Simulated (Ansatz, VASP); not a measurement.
## One calculation of InP, two programs

```
CELL_PARAMETERS angstrom
0.00000 2.57146 2.57146
2.57146 0.00000 2.57146
2.57146 2.57146 0.00000
ATOMIC_POSITIONS crystal
In 0.00000 0.00000 0.00000
P 0.50000 0.50000 0.50000
```

Alike in both runs: task single point; functional PBE; k mesh 16 × 16 × 16; occupations gaussian, width 0.05 eV; no spin polarisation.

|  | VASP | Ansatz |
| --- | --- | --- |
| version | VASP 6.6.1 | Ansatz 0.2.0 |
| potentials or method | VASP PAW PBE potentials, release 64 (In_d, P), cutoff 520 eV | scalar-relativistic, plane waves, PAW |
| valence electrons in the cell | 18 | 18 |

VASP gave:

| Property | Result |
| --- | --- |
| gap on the k mesh at the Fermi level (eV) | none |
| pressure (GPa) | 27.9 |

What did Ansatz give for the same quantities?

gap on the k mesh at the Fermi level (eV): none; pressure (GPa): 28.0.

A gap of «none» marks a metal or a gap that the smearing closes.
